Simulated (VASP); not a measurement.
# Re (P6_3/mmc) in VASP: a series of runs

Re is run at these levels: PBEsol, LDA; tasks: relaxation of cell and atoms, single point.

All numbers are computed with VASP 6.6.1; they aren't measurements. Logs are shortened: lines on timing, memory, paths and dates and some standing lists are left out, and cuts for length are marked.

## Step 1: The cell of the first run

Symmetry: P6_3/mmc, No. 194, hexagonal system. The conventional cell has a = 2.766 Å, b = 2.766 Å, c = 8.939 Å, α = 90.00°, β = 90.00°, γ = 120.00°. Re (site symmetry -6m2) has 12 Re at 2.75 to 2.77 Å within 3.6 Å. Within 3.6 Å of Re (site symmetry -3m) lie 12 Re at 2.75 to 2.77 Å.

## Step 2: Relaxation of cell and atoms, PBEsol, target pressure 10 GPa, at which the enthalpy is minimised

File INCAR:

```
SYSTEM = Re
PREC = Accurate
ENCUT = 600
EDIFF = 1E-7
ISMEAR = -1
SIGMA = 0.05
LREAL = .False.
LASPH = .True.
NELM = 80
ALGO = Normal
ISIF = 3
LWAVE = .False.
LCHARG = .False.
GGA = PS
IBRION = 2
NSW = 60
EDIFFG = -0.01
PSTRESS = 100.0
```

File KPOINTS:

```
regular mesh
0
Gamma
  11 11 3
  0 0 0
```

File POSCAR:

```
Re
1.0
    2.7663873939      0.0000000000      0.0000000000
   -1.3831936969      2.3957617598      0.0000000000
    0.0000000000      0.0000000000      8.9388451600
Re
4
Direct
    0.6666666667      0.3333333333      0.7500000000
    0.0000000000      0.0000000000      0.5000000000
    0.3333333333      0.6666666667      0.2500000000
    0.0000000000      0.0000000000      0.0000000000
```

Potentials or basis: VASP PAW PBE potentials, release 64 (Re).

Command:

```sh
> cat potpaw_PBE.64/Re/POTCAR > POTCAR
> mpirun -np 1 vasp_std > vasp.out
```

OUTCAR:

```text
SYSTEM = Re
   PREC = Accurate
   ENCUT = 600
   EDIFF = 1E-7
   ISMEAR = -1
   LREAL = .False.
   LASPH = .True.
   NELM = 80
   ISIF = 3
   GGA = PS
   IBRION = 2
   NSW = 60
   EDIFFG = -0.01
   PSTRESS = 100.0

 ion  position               nearest neighbor table
   1  0.667  0.333  0.750-   2 2.75   4 2.75   2 2.75   4 2.75   2 2.75   4 2.75
   2  0.000  0.000  0.500-   1 2.75   3 2.75   3 2.75   1 2.75   1 2.75   3 2.75
   3  0.333  0.667  0.250-   2 2.75   4 2.75   2 2.75   4 2.75   2 2.75   4 2.75
   4  0.000  0.000  0.000-   1 2.75   3 2.75   3 2.75   1 2.75   1 2.75   3 2.75

  LATTYP: Found a hexagonal cell.
 ALAT       =     2.7663873939
 C/A-ratio  =     3.2312340563

  Lattice vectors:

 A1 = (   2.7663873939,   0.0000000000,   0.0000000000)
 A2 = (  -1.3831936969,   2.3957617598,   0.0000000000)
 A3 = (   0.0000000000,   0.0000000000,   8.9388451600)

Analysis of symmetry for initial positions (statically):
=====================================================================
 Subroutine PRICEL returns:
 Original cell was already a primitive cell.

 Routine SETGRP: Setting up the symmetry group for a
 hexagonal supercell.

 Subroutine GETGRP returns: Found 24 space group operations
 (whereof 12 operations were pure point group operations)
 out of a pool of 24 trial point group operations.

The static configuration has the point symmetry D_3d.
 The point group associated with its full space group is D_6h.

Analysis of symmetry for dynamics (positions and initial velocities):
=====================================================================
 Subroutine PRICEL returns:
 Original cell was already a primitive cell.

 Routine SETGRP: Setting up the symmetry group for a
 hexagonal supercell.

 Subroutine GETGRP returns: Found 24 space group operations
 (whereof 12 operations were pure point group operations)
 out of a pool of 24 trial point group operations.

The dynamic configuration has the point symmetry D_3d.
 The point group associated with its full space group is D_6h.

 Subroutine INISYM returns: Found 24 space group operations
 (whereof 12 operations are pure point group operations),
 and found     1 'primitive' translations

----------------------------------------------------------------------------------------

                                     Primitive cell

  volume of cell :      59.2431

  direct lattice vectors                    reciprocal lattice vectors
     2.766387394  0.000000000  0.000000000     0.361482272  0.208701887  0.000000000
    -1.383193697  2.395761760  0.000000000     0.000000000  0.417403774  0.000000000
     0.000000000  0.000000000  8.938845160     0.000000000  0.000000000  0.111871274

  length of vectors
     2.766387394  2.766387394  8.938845160     0.417403774  0.417403774  0.111871274

  position of ions in fractional coordinates (direct lattice)
     0.666666667  0.333333333  0.750000000
     0.000000000  0.000000000  0.500000000
     0.333333333  0.666666667  0.250000000
     0.000000000  0.000000000  0.000000000

  ion indices of the primitive-cell ions
   primitive index   ion index
                 1           1
                 2           2
                 3           3
                 4           4

----------------------------------------------------------------------------------------

 KPOINTS: regular mesh

Automatic generation of k-mesh.
 Grid dimensions read from file:
 generate k-points for:   11   11    3

 Generating k-lattice:

  Cartesian coordinates                     Fractional coordinates (reciprocal lattice)
     0.032862025  0.018972899  0.000000000     0.090909091  0.000000000  0.000000000
     0.000000000  0.037945798  0.000000000     0.000000000  0.090909091  0.000000000
     0.000000000  0.000000000  0.037290425     0.000000000  0.000000000  0.333333333

  Length of vectors
     0.037945798  0.037945798  0.037290425

  Shift w.r.t. Gamma in fractional coordinates (k-lattice)
     0.000000000  0.000000000  0.000000000

 Subroutine IBZKPT returns following result:
 ===========================================

 Found     32 irreducible k-points:

 Following reciprocal coordinates:
            Coordinates               Weight
  0.000000  0.000000  0.000000      1.000000
  0.090909 -0.000000  0.000000      6.000000
  0.181818  0.000000  0.000000      6.000000
  0.272727  0.000000  0.000000      6.000000
  0.363636  0.000000  0.000000      6.000000
  0.454545  0.000000  0.000000      6.000000
[... 16 lines left out ...]
  0.090909  0.090909  0.333333     12.000000
  0.181818  0.090909  0.333333     24.000000
 [... further k-points ...]
   k-points           NKPTS =     32   k-points in BZ     NKDIM =     32   number of bands    NBANDS=     18
   number of dos      NEDOS =    301   number of ions     NIONS =      4
   total plane-waves  NPLWV =  41472
   dimension x,y,z NGX =    24 NGY =   24 NGZ =   72
   dimension x,y,z NGXF=    48 NGYF=   48 NGZF=  144
   ions per type =               4
   NGX,Y,Z   is equivalent  to a cutoff of  14.42, 14.42, 13.39 a.u.
   NGXF,Y,Z  is equivalent  to a cutoff of  28.85, 28.85, 26.78 a.u.
 SYSTEM =  Re
   PREC   = accura    normal or accurate (medium, high low for compatibility)
   ISTART =      0    job   : 0-new  1-cont  2-samecut
   ICHARG =      2    charge: 1-file 2-atom 10-const
   ISPIN  =      1    spin polarized calculation?
   LNONCOLLINEAR =      F non collinear calculations
   LSORBIT =      F    spin-orbit coupling
   LASPH  =      T    aspherical Exc in radial PAW
   ENCUT  =  600.0 eV  44.10 Ry    6.64 a.u.   5.53  5.53 17.85*2*pi/ulx,y,z
   NELM   =     80;   NELMIN=  2; NELMDL= -5     # of ELM steps
   EDIFF  = 0.1E-06   stopping-criterion for ELM
   LREAL  =      F    real-space projection
   EDIFFG = -.1E-01   stopping-criterion for IOM
   NSW    =     60    number of steps for IOM
   IBRION =      2    ionic relax: 0-MD 1-quasi-New 2-CG
   NFREE  =      1    steps in history (QN), initial steepest desc. (CG)
   ISIF   =      3    stress and relaxation
   ISYM   =      2    0-nonsym 1-usesym 2-fastsym
   POTIM  = 0.5000    time-step for ionic-motion
   TEBEG  =    0.0;   TEEND  =   0.0 temperature during run
   PSTRESS=  100.0 pullay stress
   NELECT =      28.0000    total number of electrons
   NUPDOWN=      -1.0000    fix difference up-down
   EMIN   =  10.00;   EMAX   =-10.00  energy-range for DOS
   EFERMI =   0.00;   METHOD = LEGACY
   ISMEAR =    -1;   SIGMA  =   0.05  broadening in eV -4-tet -1-fermi 0-gaus
   EFERMI_NEDOS =   21; number of points for ismear=-14 and -15
   IALGO  =     38    algorithm
   IMIX   =      4    mixing-type and parameters
     AMIX     =   0.40;   BMIX     =  1.00
     AMIX_MAG =   1.60;   BMIX_MAG =  1.00
  volume/ion in A,a.u.               =      14.81        99.95
  Fermi-wavevector in a.u.,A,eV,Ry     =   1.275209  2.409796 22.125236  1.626159
  Thomas-Fermi vector in A             =   2.407934
   LORBIT       =      0    0 simple, 1 ext, 2 COOP (PROOUT), +10 PAW based schemes
   GGA     = PS    functional components
   LHFCALC =     F    Hartree Fock is set to
   AEXX    =    0.0000 exact exchange contribution
   IVDW    =     0    specifies the selected vdW correction
   LEPSILON=     F    determine dielectric tensor
   LRPA    =     F    only Hartree local field effects (RPA)
 conjugate gradient relaxation of ions
 non-spin polarized calculation
  energy-cutoff  :      600.00
  volume of cell :       59.24
 maximum number of plane-waves:      2016
 NGX is ok and might be reduce to    24
   NGX = 11   NGY = 11   NGZ = 35

--------------------------------------- Ionic step        1  -------------------------------------------

 number of electron      28.0000000 magnetization

 Free energy of the ion-electron system (eV)
  ---------------------------------------------------
  ext. energy  EPLUGINS =         0.00000000
  ---------------------------------------------------
  free energy    TOTEN  =       -53.46533497 eV

  energy without entropy =      -53.44097077  energy(sigma->0) =      -53.45315287

------------------------ aborting loop because EDIFF is reached ----------------------------------------

  FORCE on cell =-STRESS in cart. coord.  units (eV):
  Direction    XX          YY          ZZ          XY          YZ          ZX
  --------------------------------------------------------------------------------------
  -------------------------------------------------------------------------------------
  Total       -2.5348818     -2.5348818     -2.4443371     -0.0000000     -0.0000000      0.0000000
  in kB      -68.5535974    -68.5535974    -66.1048974     -0.0000000     -0.0000000      0.0000000
  external PRESSURE =    -167.7373641 kB  Pullay stress =     100.0000000 kB
[... 25 lines left out ...]
  enthalpy is  TOTEN    =       -49.7676708619 eV   P V=        3.6976641062

--------------------------------------- Ionic step        2  -------------------------------------------

 number of electron      27.9999998 magnetization

 E-fermi :  10.9756     XC(G=0): -15.0865

 val. band max:       10.8933520384   @ k =   0.3636   0.1818   0.3333
 cond. band min:      11.0415648912   @ k =   0.0909   0.0909   0.0000
 fundamental gap:      0.1482128527
 Fermi energy:        10.9756490657

 k-point     1 :       0.0000    0.0000    0.0000
  band No.  band energies     occupation
      1      -0.6431      2.00000
      2       2.0418      2.00000
      3       2.1594      2.00000
      4       2.3088      2.00000
      5       7.6297      2.00000
      6       7.7554      2.00000
[... 10 lines left out ...]
     17      11.6849      0.00000
     18      12.1840      0.00000
[... 600 lines left out ...]
  enthalpy is  TOTEN    =       -49.8978738343 eV   P V=        3.5510097106

--------------------------------------- Ionic step        5  -------------------------------------------

 number of electron      28.0000001 magnetization

 Free energy of the ion-electron system (eV)
  ---------------------------------------------------
  ext. energy  EPLUGINS =         0.00000000
  ---------------------------------------------------
  free energy    TOTEN  =       -53.44603688 eV

  energy without entropy =      -53.42206895  energy(sigma->0) =      -53.43405291

 E-fermi :   8.2430     XC(G=0): -14.0093

 val. band max:        8.2364960366   @ k =   0.3636   0.2727   0.3333
 cond. band min:       8.2795014683   @ k =   0.2727   0.0000   0.0000
 fundamental gap:      0.0430054317
 Fermi energy:         8.2429966278

 k-point     1 :       0.0000    0.0000    0.0000
  band No.  band energies     occupation
      1      -1.9868      2.00000
      2       0.3893      2.00000
      3       0.4731      2.00000
      4       1.2689      2.00000
      5       5.5832      2.00000
      6       5.6808      2.00000
[... 10 lines left out ...]
     17       8.9111      0.00000
     18       8.9111      0.00000
[... 514 lines left out ...]
  FREE ENERGIE OF THE ION-ELECTRON SYSTEM (eV)
  ---------------------------------------------------
  free  energy   TOTEN  =       -53.4460368752 eV

  energy  without entropy=      -53.4220689496  energy(sigma->0) =      -53.43405291

  enthalpy is  TOTEN    =       -49.8979293173 eV   P V=        3.5481075579

 reached required accuracy - stopping structural energy minimisation
```

It took 2.9 min on 1 thread of Intel Xeon Platinum 8488C (Sapphire Rapids), shared host; peak memory 0.21 GiB.

Results:

| Property | Result |
| --- | --- |
| Free energy | -53.4460 eV |
| Relaxed volume | 14.21 Å³/atom |
| Relaxed cell | a = 2.728 Å, b = 2.728 Å, c = 8.818 Å, α = 90.00°, β = 90.00°, γ = 120.00° |
| Space group after relaxing (to 0.1 Å) | P6_3/mmc (No. 194) |
| Energy change on relaxing (the run minimises the enthalpy) | +4.8 meV/atom |
| Ionic steps | 5 |
| Pressure after relaxing | 10.0 GPa |

Step by step:
```tsv
step	energy change (eV)	largest force (eV/Å)	pressure (GPa)	volume (Å³)
1	0.0000	0.0000	-6.77	59.24
2	3.9927	0.0000	138.24	46.92
3	0.0074	0.0000	8.41	57.05
4	0.0165	0.0000	9.64	56.89
5	0.0193	0.0000	10.00	56.85
```

Final structure:
```
Re
1.0
     2.72839    0.00000    0.00000
    -1.36420    2.36286    0.00000
     0.00000    0.00000    8.81786
Re
4
Direct
  0.66667 0.33333 0.75000
  0.00000 0.00000 0.50000
  0.33333 0.66667 0.25000
  0.00000 0.00000 0.00000
```

Caveat: the cell is relaxed towards a set pressure, so the run minimises the enthalpy, not the energy; the highest band is partly filled, so the run has too few bands; the PAW data sets were made with another functional, which shifts forces and pressure a little; spin-orbit coupling is left out, which moves the levels of the heavy elements.

(Continued in part 2 of 2.)
